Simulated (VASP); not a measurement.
Runs of VASP 6.6.1 on Mo. The structure is that of space group Fm-3m (No. 225), or close to it. The cells are those of the table. 

| cell | gap on the mesh (eV) | pressure (GPa) |
| --- | --- | --- |
| a = 2.751, b = 2.751, c = 2.643 Å, angles 61.3, 61.3, 57.4°, 1 atom | none | (a) |
| a = 2.871, b = 2.871, c = 2.758 Å, angles 61.3, 61.3, 57.4°, 1 atom | none | 0.8 |
| a = 2.752 Å, angles 60.0°, 1 atom | none | 24.3 |
| a = 2.945, b = 2.945, c = 2.830 Å, angles 61.3, 61.3, 57.4°, 1 atom | none | -15.2 |
| a = 2.792, b = 2.792, c = 2.682 Å, angles 61.3, 61.3, 57.4°, 1 atom | none | 24.8 |
| a = 2.712 Å, angles 60.0°, 1 atom | none | 40.4 |
| a = 2.939 Å, angles 60.0°, 1 atom | none | (b) |
| a = 2.903 Å, angles 60.0°, 1 atom | none | -15.3 |
| a = 2.909, b = 2.909, c = 2.794 Å, angles 61.3, 61.3, 57.4°, 1 atom | none | -8.0 |
| a = 2.792 Å, angles 60.0°, 1 atom | none | 11.1 |
| a = 2.867 Å, angles 60.0°, 1 atom | none | -8.2 |
| a = 2.832, b = 2.832, c = 2.721 Å, angles 61.3, 61.3, 57.4°, 1 atom | none | 11.5 |

Alike in all rows: task single point; level PBE; potentials or basis VASP PAW PBE potentials, release 64 (Mo_sv); no spin polarisation; k mesh 22 × 22 × 22; cutoff (eV) 520; smearing gaussian 0.15 eV.

Problem. Estimate the missing entries.

Solution. (a) 41.0; (b) -21.0.

A k mesh can miss the band edges, and the runs leave out spin-orbit coupling on Mo.

A gap of «none» marks levels without a gap at the run's occupations.
